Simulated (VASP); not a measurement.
A run of VASP 6.6.1 is set up as follows.

File INCAR:

```
SYSTEM = SiSnSeS2
PREC = Accurate
ENCUT = 500
EDIFF = 1E-6
ISMEAR = 0
SIGMA = 0.15
LREAL = .False.
LASPH = .True.
NELM = 120
ALGO = Normal
ISIF = 2
LWAVE = .False.
LCHARG = .False.
GGA = PE
NBANDS = 26
GGA_COMPAT = .False.
```

File KPOINTS:

```
Automatic mesh
0
Gamma
  3 3 3
  0 0 0
```

Contents of POSCAR:

```
SiSnSeS2
1.0
    4.8876949134      0.0000000000      0.0000000000
    0.0000000000      4.8876949134      0.0000000000
    0.0000000000      0.0000000000      5.4019504935
Si Sn Se S
1 1 1 2
Direct
    0.5000000000      0.5000000000      0.0000000000
    0.5000000000      0.5000000000      0.5000000000
    0.0000000000      0.0000000000      0.0000000000
    0.5000000000      0.0000000000      0.5000000000
    0.0000000000      0.5000000000      0.5000000000
```

Potentials or basis: VASP PAW PBE potentials, release 64 (Si, Sn_d, Se, S).

Launch:

```sh
$ cat potpaw_PBE.64/Si/POTCAR potpaw_PBE.64/Sn_d/POTCAR potpaw_PBE.64/Se/POTCAR potpaw_PBE.64/S/POTCAR > POTCAR
$ mpirun -np 1 vasp_std > vasp.out
```

Q: What does it give for the band gap on the k mesh?

A: Zero (bands 18 and 19 overlap by 0.42 eV).

Q: Estimate the pressure.

A: 0.0 GPa.

Caveat: the k points lie up to 0.43 Å⁻¹ apart; semilocal functionals underestimate gaps, and a narrow one can read as zero; spin-orbit coupling is left out, which moves the levels of the heavy elements.
